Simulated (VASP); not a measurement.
## SrCl2: single point with LDA

The system is SrCl2.

```
CELL_PARAMETERS angstrom
0.00000 3.39650 3.39650
3.39650 0.00000 3.39650
3.39650 3.39650 0.00000
ATOMIC_POSITIONS crystal
Sr 0.00000 0.00000 0.00000
Cl 0.25000 0.25000 0.25000
Cl 0.75000 0.75000 0.75000
```

This cell differs from its parent crystal: volume scaled by 1.000 of the coarse rest volume.

* Program: VASP 6.6.1
* Task: single point
* Functional: LDA
* Potentials or basis: VASP PAW LDA potentials, release 64 (Sr_sv, Cl)
* Cutoff: 520 eV
* k mesh: 6 × 6 × 6
* Occupations: gaussian, width 0.02 eV
* Spin: no spin polarisation
* Dipole correction: no
* Further INCAR settings: ALGO = Normal; EDIFF = 1e-06; NBANDS = 19

```yaml
Pressure: 0.3 GPa
Band_gap_on_the_k_mesh: 5.09 eV, direct
```

Levels at points of the mesh, in eV from the valence-band top:
```csv
k point,band 10,band 11,band 12,band 13,band 14,band 15
"(0.00, 0.00, 0.00)",-0.38,-0.38,-0.38,5.19,5.76,5.76
"(0.50, 0.00, 0.00)",-1.53,-1.19,-1.19,6.48,6.48,7.54
"(0.50, 0.50, 0.00)",-0.49,-0.49,0.00,5.09,7.02,7.53
```

Wall time 23 s on 1 thread of AMD EPYC 7R13 Processor (Zen 3) (shared host), peak memory 0.14 GiB.

 A k mesh can miss the band edges.
